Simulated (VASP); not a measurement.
# Hg (P-1) in VASP: single point with PBEsol

Aim: the single point of Hg with PBEsol.

Program: VASP 6.6.1. These are calculated values, not measurements. Logs are shortened: lines on timing, memory, paths and dates and some standing lists are left out, and cuts for length are marked.

### 1 The cell of the first run

The typed cell holds 1 atom: a = 2.814 Å, b = 3.021 Å, c = 2.951 Å, α = 69.85°, β = 69.32°, γ = 69.20°.

### 2 Single point, PBEsol (the cell strained at random)

Input file INCAR:

```
PREC     = Accurate       # precision mode
ENCUT    = 520            # plane-wave cutoff, eV
EDIFF    = 1E-6           # SCF threshold, eV
ISMEAR   = 0              # smearing method
SIGMA    = 0.1            # smearing width, eV
LREAL    = F              # projectors in reciprocal space
LASPH    = T              # aspherical terms in the spheres
NELM     = 100            # most SCF steps
ALGO     = Fast           # electronic algorithm
ISIF     = 2              # what is computed and relaxed
LWAVE    = F              # write WAVECAR
LCHARG   = T              # write CHGCAR
GGA      = PS             # functional
LELF     = T              # ELF
LVHAR    = T            
NBANDS   = 12             # bands
```

Input file KPOINTS:

```
Automatic mesh
0
Gamma
  14 14 14
```

Input file POSCAR:

```
Hg
1.0
    1.5671657246      0.9192521787      2.1484111272
   -1.7479303478      1.0001816000      2.2522111545
   -0.0202953768     -1.9504640387      2.2141846983
Hg
1
Direct
    0.0000000000      0.0000000000      0.0000000000
```

Potentials or basis: VASP PAW PBE potentials, release 64 (Hg).

Started as:

```
> cat potpaw_PBE.64/Hg/POTCAR > POTCAR
> mpirun -np 1 vasp_std > vasp.out
```

OUTCAR:

```text
PREC = Accurate
   ENCUT = 520
   EDIFF = 1E-6
   ISMEAR = 0
   LREAL = F
   LASPH = T
   NELM = 100
   ISIF = 2
   GGA = PS

 ion  position               nearest neighbor table
   1  0.000  0.000  0.000-

  Warning from LATTYP: Got some problem with cell dimensions!
  Tried to take original basis but could not verify dimensions!
  LATTYP: Found a triclinic cell.
 ALAT       =     2.9508195043
 B/A-ratio  =     1.1116191628
 C/A-ratio  =     1.0238752508
 COS(alpha) =     0.0053146583
 COS(beta)  =     0.3445193970
 COS(gamma) =     0.5966512329

  Lattice vectors:

 A1 = (   0.0202953768,   1.9504640387,  -2.2141846983)
 A2 = (   1.5874611014,   2.8697162174,  -0.0657735711)
 A3 = (   1.7479303478,  -1.0001816000,  -2.2522111545)

Analysis of symmetry for initial positions (statically):
=====================================================================
 Subroutine PRICEL returns:
 Original cell was already a primitive cell.

 Routine SETGRP: Setting up the symmetry group for a
 triclinic supercell.

 Subroutine GETGRP returns: Found  2 space group operations
 (whereof  2 operations were pure point group operations)
 out of a pool of  2 trial point group operations.

The static configuration has the point symmetry S_2 .

Analysis of symmetry for dynamics (positions and initial velocities):
=====================================================================
 Subroutine PRICEL returns:
 Original cell was already a primitive cell.

 Routine SETGRP: Setting up the symmetry group for a
 triclinic supercell.

 Subroutine GETGRP returns: Found  2 space group operations
 (whereof  2 operations were pure point group operations)
 out of a pool of  2 trial point group operations.

The dynamic configuration has the point symmetry S_2 .

 Subroutine INISYM returns: Found  2 space group operations
 (whereof  2 operations are pure point group operations),
 and found     1 'primitive' translations

----------------------------------------------------------------------------------------

                                     Primitive cell

  volume of cell :      21.2388

  direct lattice vectors                    reciprocal lattice vectors
     1.567165725  0.919252179  2.148411127     0.311102443  0.180072816  0.161476815
    -1.747930348  1.000181600  2.252211154    -0.293132932  0.165432915  0.143042136
    -0.020295377 -1.950464039  2.214184698    -0.003693771 -0.342997718  0.149454704

  length of vectors
[... 88 lines left out ...]
   POTIM  = 0.5000    time-step for ionic-motion
   TEBEG  =    0.0;   TEEND  =   0.0 temperature during run
   PSTRESS=    0.0 pullay stress
   NELECT =      12.0000    total number of electrons
   NUPDOWN=      -1.0000    fix difference up-down
   EMIN   =  10.00;   EMAX   =-10.00  energy-range for DOS
   EFERMI =   0.00;   METHOD = LEGACY
   ISMEAR =     0;   SIGMA  =   0.10  broadening in eV -4-tet -1-fermi 0-gaus
   EFERMI_NEDOS =   21; number of points for ismear=-14 and -15
   IALGO  =     68    algorithm
   IMIX   =      4    mixing-type and parameters
     AMIX     =   0.40;   BMIX     =  1.00
     AMIX_MAG =   1.60;   BMIX_MAG =  1.00
  volume/ion in A,a.u.               =      21.24       143.33
  Fermi-wavevector in a.u.,A,eV,Ry     =   1.353397  2.557550 24.921569  1.831684
  Thomas-Fermi vector in A             =   2.480656
   LORBIT       =      0    0 simple, 1 ext, 2 COOP (PROOUT), +10 PAW based schemes
   GGA     = PS    functional components
   LHFCALC =     F    Hartree Fock is set to
   AEXX    =    0.0000 exact exchange contribution
   IVDW    =     0    specifies the selected vdW correction
   LEPSILON=     F    determine dielectric tensor
   LRPA    =     F    only Hartree local field effects (RPA)
 non-spin polarized calculation
 RMM-DIIS sequential band-by-band and
 Gauss-broadening in eV      SIGMA  =   0.10
  energy-cutoff  :      520.00
  volume of cell :       21.24
 maximum number of plane-waves:       588
 NGX is ok and might be reduce to    24
   NGX = 11   NGY = 11   NGZ = 11

 number of electron      12.0000000 magnetization

 Free energy of the ion-electron system (eV)
  ---------------------------------------------------
  ext. energy  EPLUGINS =         0.00000000
  ---------------------------------------------------
  free energy    TOTEN  =        -0.49871318 eV

  energy without entropy =       -0.49733805  energy(sigma->0) =       -0.49802562

 E-fermi :   3.5577     XC(G=0): -11.6104

 val. band max:        3.5537574863   @ k =   0.4286  -0.3571   0.0714
 cond. band min:       3.5585800910   @ k =   0.0000  -0.2857   0.4286
 fundamental gap:      0.0048226047
 Fermi energy:         3.5577495698

 k-point     1 :       0.0000    0.0000    0.0000
  band No.  band energies     occupation
      1      -6.6569      2.00000
      2      -4.6901      2.00000
      3      -4.5448      2.00000
      4      -3.1527      2.00000
      5      -2.9531      2.00000
      6      -2.8722      2.00000
      7      15.2617      0.00000
      8      16.2671      0.00000
      9      18.6041      0.00000
     10      21.0864      0.00000
     11      22.4862      0.00000
     12      24.5436      0.00000
[... 331 lines left out ...]
 k-point    24 :       0.0714    0.1429    0.0000
  band No.  band energies     occupation
      1      -6.2110      2.00000
      2      -4.6120      2.00000
      3      -4.3900      2.00000
      4      -3.1782      2.00000
      5      -3.0175      2.00000
      6      -2.8948      2.00000
      7      12.9171      0.00000
      8      16.0097      0.00000
      9      18.6914      0.00000
     10      22.3415      0.00000
     11      22.7220      0.00000
     12      23.7136      0.00000

 [... further k-points ...]

------------------------ aborting loop because EDIFF is reached ----------------------------------------

  FORCE on cell =-STRESS in cart. coord.  units (eV):
  Direction    XX          YY          ZZ          XY          YZ          ZX
  --------------------------------------------------------------------------------------
  -------------------------------------------------------------------------------------
  Total        0.8927320      0.8715876      1.2560167      0.1055335      0.0688038      0.2835872
  in kB       67.3444242     65.7493683     94.7492838      7.9610626      5.1903037     21.3927763
  external PRESSURE =      75.9476921 kB  Pullay stress =       0.0000000 kB

 VOLUME and BASIS-vectors are now :
 -----------------------------------------------------------------------------
  energy-cutoff  :      520.00
  volume of cell :       21.24
      direct lattice vectors                 reciprocal lattice vectors
     1.567165725  0.919252179  2.148411127     0.311102443  0.180072816  0.161476815
    -1.747930348  1.000181600  2.252211154    -0.293132932  0.165432915  0.143042136
    -0.020295377 -1.950464039  2.214184698    -0.003693771 -0.342997718  0.149454704

 POSITION                                       TOTAL-FORCE (eV/Angst)
 -----------------------------------------------------------------------------------
      0.00000      0.00000      0.00000        -0.000000      0.000000      0.000000
 -----------------------------------------------------------------------------------
    total drift:                               -0.000000      0.000000     -0.000000

  FREE ENERGIE OF THE ION-ELECTRON SYSTEM (eV)
  ---------------------------------------------------
  free  energy   TOTEN  =        -0.4987131805 eV

  energy  without entropy=       -0.4973380504  energy(sigma->0) =       -0.49802562
```

Run time: 2.7 min. Hardware: 1 thread of AMD EPYC 9R14 (Zen 4), shared host; peak memory 0.39 GiB.

What came out:

```yaml
Free_energy: -0.4987 eV
Pressure: 7.6 GPa
Band_gap_on_the_k_mesh: zero (bands 6 and 7 overlap by 4.10 eV)
```

Levels at points of the mesh, in eV from the Fermi level:
| k point | band 3 | band 4 | band 5 | band 6 | band 7 | band 8 | band 9 | band 10 |
| --- | --- | --- | --- | --- | --- | --- | --- | --- |
| (0.00, 0.00, 0.00) | -8.10 | -6.71 | -6.51 | -6.43 | 11.70 | 12.71 | 15.05 | 17.53 |
| (0.50, 0.00, 0.00) | -6.77 | -6.54 | -5.99 | -2.27 | -1.20 | 11.86 | 12.78 | 16.54 |
| (0.00, 0.50, 0.00) | -6.72 | -6.44 | -6.00 | -2.77 | -2.59 | 12.54 | 14.36 | 18.19 |
| (0.50, 0.50, 0.00) | -6.34 | -6.11 | -5.52 | -0.54 | 1.26 | 5.22 | 9.75 | 11.01 |
| (0.00, 0.00, 0.50) | -6.71 | -6.51 | -5.98 | -2.64 | -2.18 | 11.88 | 14.47 | 17.59 |
| (0.50, 0.00, 0.50) | -6.41 | -6.13 | -5.44 | -0.36 | 1.56 | 5.49 | 9.06 | 11.25 |
| (0.00, 0.50, 0.50) | -6.18 | -5.98 | -5.65 | -0.76 | 0.68 | 4.29 | 10.18 | 11.21 |
| (0.50, 0.50, 0.50) | -7.54 | -5.85 | -5.50 | -0.77 | 1.39 | 10.11 | 10.22 | 11.34 |

Caveat: the cell differs from its parent crystal (the cell strained at random); the cell stands under pressure; the PAW data sets were made with another functional, which shifts forces and pressure a little; spin-orbit coupling is left out, which moves the levels of the heavy elements.
